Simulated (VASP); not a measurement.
Crystal: Hg.

```
Hg
1.0
     2.92083    0.00000    0.00000
     0.00000    2.92083    0.00000
     0.00000    0.00000    2.92083
Hg
1
Cartesian
  0.0000 0.0000 0.0000
```

* Program: VASP 6.6.1
* Task: relaxation of cell and atoms
* Functional: PBE
* Potentials or basis: VASP PAW PBE potentials, release 64 (Hg)
* Cutoff: 600 eV
* k mesh: 11 × 11 × 11
* Occupations: fermi-dirac, width 0.1 eV
* Spin: no spin polarisation

At the start: pressure 6.3 GPa; volume 24.92 Å³/atom.

Question: Where does the relaxation end?

Answer: Over 5 steps the energy falls by 74.5 meV/atom and the volume is 30.14 Å³/atom (+21.0 %); space group Pm-3m (No. 221, to 0.05 Å).

Step by step:
| step | energy change (eV) | largest force (eV/Å) | pressure (GPa) | volume (Å³) |
| --- | --- | --- | --- | --- |
| 1 | 0.0000 | 0.0000 | 6.32 | 24.92 |
| 2 | -0.0710 | 0.0000 | 0.84 | 28.64 |
| 3 | -0.0737 | 0.0000 | 0.36 | 29.35 |
| 4 | -0.0738 | 0.0000 | -0.28 | 30.80 |
| 5 | -0.0745 | 0.0000 | -0.02 | 30.14 |

Final structure:
```yaml
crystal:
  lattice:
    - [3.11214, 0.00000, 0.00000]
    - [0.00000, 3.11214, 0.00000]
    - [0.00000, 0.00000, 3.11214]
  atoms:
    - { symbol: Hg, position: [0.00000, 0.00000, 0.00000] }
```

Caveat: the volume moved by over 15 % at a fixed basis, so the end points are rough.
